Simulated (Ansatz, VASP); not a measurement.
# Zn in VASP and in Ansatz

```
CELL_PARAMETERS angstrom
5.32000 0.00000 0.00000
-3.99000 6.91088 0.00000
0.00000 0.00000 4.93696
ATOMIC_POSITIONS crystal
Zn 0.01896 0.97679 0.98531
Zn 0.15804 0.22291 0.42137
Zn 0.94964 0.28340 0.87464
Zn 0.20793 0.57491 0.55898
Zn 0.02595 0.63497 0.00681
Zn 0.07466 0.83014 0.42215
Zn 0.52399 0.97607 0.11967
Zn 0.78171 0.31912 0.33328
Zn 0.45104 0.33227 0.99190
Zn 0.65360 0.54142 0.59022
Zn 0.53614 0.66170 0.09542
Zn 0.66666 0.88721 0.59300
Zn 0.44798 0.09495 0.66532
```

Alike in both runs: functional PBE; dispersion D3(BJ); k mesh 2 × 2 × 2; occupations fermi-dirac, width 0.1 eV; no spin polarisation.

Ansatz relaxed the structure, and its values are those at the end. VASP's run is a single point on that final structure, the one shown.

```csv
,VASP,Ansatz
version,VASP 6.6.1,Ansatz 0.2.0
potentials or method,"VASP PAW PBE potentials, release 64 (Zn), cutoff 520 eV","scalar-relativistic, plane waves, PAW"
valence electrons in the cell,156,156
```

```csv
,VASP,Ansatz,Ansatz less VASP
rms of the force components (eV/Å),0.016,0.015,-0.0003
```

The k mesh is coarse, so the values compare programs but aren't converged.
